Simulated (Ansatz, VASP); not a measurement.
# One calculation of Rh, two programs

The input INCAR:

```
SYSTEM = Rh
PREC     = Accurate       ! precision mode
ENCUT    = 520            ! plane-wave cutoff, eV
EDIFF    = 1E-7           ! SCF threshold, eV
ISMEAR   = 0              ! smearing method
SIGMA    = 0.15           ! smearing width, eV
LREAL    = .False.        ! projectors in reciprocal space
LASPH    = .True.         ! aspherical terms in the spheres
NELM     = 100            ! most SCF steps
ALGO     = Normal         ! electronic algorithm
ISIF     = 2              ! what is computed and relaxed
LWAVE    = .False.        ! write WAVECAR
LCHARG   = .True.         ! write CHGCAR
GGA      = PE             ! functional
LELF     = .True.         ! ELF
LVHAR    = .True.       
NBANDS   = 14             ! bands
```

Contents of KPOINTS:

```
Automatic mesh
0
Gamma
  22 22 22
  0 0 0
```

File POSCAR:

```
Rh
1.0
    0.0000000000      1.9150524221      1.9150524221
    1.9150524221      0.0000000000      1.9150524221
    1.9150524221      1.9150524221      0.0000000000
Rh
1
Direct
    0.0000000000      0.0000000000      0.0000000000
```

Input for Ansatz:

```yaml
crystal:
  lattice:
    - [0.0, 1.9150524221, 1.9150524221]
    - [1.9150524221, 0.0, 1.9150524221]
    - [1.9150524221, 1.9150524221, 0.0]
  atoms:
    - { symbol: Rh, position: [0.0, 0.0, 0.0] }
basis:
  ecutwfc: 420
kpoints:
  mp_grid: { grid: [22, 22, 22] }
hamiltonian:
  xc: pbe
  pseudopotentials: { kind: paw, azcp: { folder: soft_1 } }
scf:
  occupations: { method: gaussian, width: 0.15 }
  lower_state_search: "off"
output:
  forces: true
  stress: true
  eigenvalues: true
```

Alike in both runs: task single point; functional PBE; k mesh 22 × 22 × 22; occupations gaussian, width 0.15 eV; no spin polarisation.

```csv
,VASP,Ansatz
version,VASP 6.6.1,Ansatz 0.2.0
potentials or method,"VASP PAW PBE potentials, release 64 (Rh_pv), cutoff 520 eV","scalar-relativistic, plane waves, PAW"
valence electrons in the cell,15,17
```

```tsv
	VASP	Ansatz	Ansatz less VASP
gap on the k mesh at the Fermi level (eV)	none	none	-
pressure (GPa)	0.1	0.1	-0.01
```

A gap of «none» marks a metal or a gap that the smearing closes. With one functional, cell and mesh, what is left measures potentials, basis and numerics. VASP's potentials hold 15 valence electrons a cell and Ansatz's 17, so a difference there can come from the potentials and not from the codes.
